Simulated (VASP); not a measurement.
CuF3, 4 atoms in the cell. The structure is cubic, space group Pm-3m (No. 221). Conventional cell: a = 3.765 Å, b = 3.765 Å, c = 3.765 Å, α = 90.00°, β = 90.00°, γ = 90.00°. Within 2.5 Å of Cu (site symmetry m-3m) lie 6 F at 1.88 Å. F (site symmetry 4/mmm) has 2 Cu at 1.88 Å within 2.5 Å. 

| Item | Value |
| --- | --- |
| Program | VASP 6.6.1 |
| Task | single point |
| Functional | PBE |
| Potentials or basis | VASP PAW PBE potentials, release 64 (Cu, F) |
| Cutoff | 520 eV |
| k mesh | 5 × 5 × 5 |
| Occupations | gaussian, width 0.05 eV |
| Spin | collinear spin, ferromagnetic start |
| Starting moments | [2.0, 0.0, 0.0, 0.0] μB |
| Hubbard terms | Cu d U = 8.0 eV, J = 0.5 eV |
| Dipole correction | no |
| LDAUTYPE | 1 |
| Hund's J | 0.5 |
| Further INCAR settings | ALGO = Normal; EDIFF = 1e-07; NBANDS = 28 |

Potentials or basis: VASP PAW PBE potentials, release 64 (Cu, F).

The run is started by

```bash
$ cat potpaw_PBE.64/Cu/POTCAR potpaw_PBE.64/F/POTCAR > POTCAR
$ mpirun -np 1 vasp_std > vasp.out
```

Hardware: 1 thread of AMD EPYC 7R13 Processor (Zen 3) (shared host).

How long does it take, and how much memory?

Run time: 73 s on 1 thread of AMD EPYC 7R13 Processor (Zen 3) (shared host), peak memory 0.14 GiB. Counts: scf iterations 22, k points 10.
